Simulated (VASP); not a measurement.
Wanted: the native input for a VASP 6.6.1 run.

| Item | Value |
| --- | --- |
| Task | single point |
| Functional | PBE |
| Potentials or basis | VASP PAW PBE potentials, release 64 (Os) |
| Cutoff | 520 eV |
| k mesh | 16 × 16 × 16 |
| Occupations | fermi-dirac, width 0.1 eV |
| Spin | no spin polarisation |
| Dipole correction | no |
| Further INCAR settings | ALGO = Normal; EDIFF = 1e-06; NBANDS = 10 |

The structure of Os lies in POSCAR:

```
Os
1.0
   -1.6058589973      1.6058589973      1.6058589973
    1.6058589973     -1.6058589973      1.6058589973
    1.6058589973      1.6058589973     -1.6058589973
Os
1
Direct
    0.0000000000      0.0000000000      0.0000000000
```

This cell differs from its parent crystal: volume scaled by 1.12.

The input as run:

INCAR

```
SYSTEM = Os
PREC     = Accurate       ! precision mode
ENCUT    = 520            ! plane-wave cutoff, eV
EDIFF    = 1E-6           ! SCF threshold, eV
ISMEAR   = -1             ! smearing method
SIGMA    = 0.1            ! smearing width, eV
LREAL    = .FALSE.        ! projectors in reciprocal space
LASPH    = .TRUE.         ! aspherical terms in the spheres
NELM     = 100            ! most SCF steps
ALGO     = Normal         ! electronic algorithm
ISIF     = 2              ! what is computed and relaxed
LWAVE    = .FALSE.        ! write WAVECAR
LCHARG   = .FALSE.        ! write CHGCAR
GGA      = PE             ! functional
NBANDS   = 10             ! bands
```

KPOINTS

```
Automatic mesh
0
G
  16 16 16
  0 0 0
```

Potentials or basis: VASP PAW PBE potentials, release 64 (Os).

Command:

```sh
$ cat potpaw_PBE.64/Os/POTCAR > POTCAR
$ mpirun -np 1 vasp_std > vasp.out
```

It gave:

| Quantity | Value |
| --- | --- |
| Pressure | -30.4 GPa |
| Band gap on the k mesh | zero (band 4 reaches 9.25 eV, above the bottom of band 5 at 5.71 eV) |

Caveat: spin-orbit coupling is left out, which moves the levels of the heavy elements.

Run time: 51 s on 1 thread of AMD EPYC 7R13, on a shared host, peak memory 0.13 GiB.
